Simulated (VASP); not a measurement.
The system is Li4LuAl2.

```
CELL_PARAMETERS angstrom
0.00000 3.30916 3.30916
3.30916 0.00000 3.30916
3.30916 3.30916 0.00000
ATOMIC_POSITIONS crystal
Li 0.13568 0.13568 0.13568
Li 0.13568 0.13568 0.59295
Li 0.13568 0.59295 0.13568
Li 0.59295 0.13568 0.13568
Lu 0.75000 0.75000 0.75000
Al 0.50000 0.50000 0.50000
Al 0.00000 0.00000 0.00000
```

The cell was built from a structure type or drawn by symmetry, and may not be a known phase.

```yaml
Program: VASP 6.6.1
Task: relaxation of cell and atoms
Functional: PBE
Potentials_or_basis: VASP PAW PBE potentials, release 64 (Li_sv, Lu, Al)
Cutoff: 600 eV
k_mesh: 4 × 4 × 4
Occupations: gaussian, width 0.1 eV
Spin: no spin polarisation
```

At the start: pressure 69.6 GPa; volume 10.35 Å³/atom.

**Question.** How do energy, volume and symmetry change on relaxing?

**Answer.** Over 8 steps the energy falls by 1572.0 meV/atom and the volume is 19.26 Å³/atom (+86.0 %); space group F-43m (No. 216, to 0.1 Å) before and after.

Step by step:
```csv
step,energy change (eV),largest force (eV/Å),pressure (GPa),volume (Å³)
1,0.0000,7.5007,69.60,72.47
2,-8.8849,4.7155,0.70,130.62
3,-9.8250,2.5708,9.56,111.63
4,-9.8173,2.7838,8.59,113.20
5,-10.9701,0.5414,0.28,132.91
6,-10.9922,0.2613,-0.68,136.36
7,-10.9922,0.2238,-0.80,136.85
8,-11.0037,0.0371,-0.17,134.80
```

Final structure:
```yaml
crystal:
  lattice:
    - [0.00000, 4.06957, 4.06957]
    - [4.06957, 0.00000, 4.06957]
    - [4.06957, 4.06957, 0.00000]
  atoms:
    - { symbol: Li, position: [0.15080, 0.15080, 0.15080] }
    - { symbol: Li, position: [0.15080, 0.15080, 0.54760] }
    - { symbol: Li, position: [0.15080, 0.54760, 0.15080] }
    - { symbol: Li, position: [0.54760, 0.15080, 0.15080] }
    - { symbol: Lu, position: [0.75000, 0.75000, 0.75000] }
    - { symbol: Al, position: [0.50000, 0.50000, 0.50000] }
    - { symbol: Al, position: [0.00000, 0.00000, 0.00000] }
```

Caveat: the k points lie up to 0.33 Å⁻¹ apart in the final cell, too coarse for converged energies and pressures of a metal; the cutoff is under 1.25 times the usual one of these potentials, so pressure, stress and relaxed cells hold a basis-set (Pulay) error; the volume moved by over 15 % at a fixed basis, so the end points are rough.
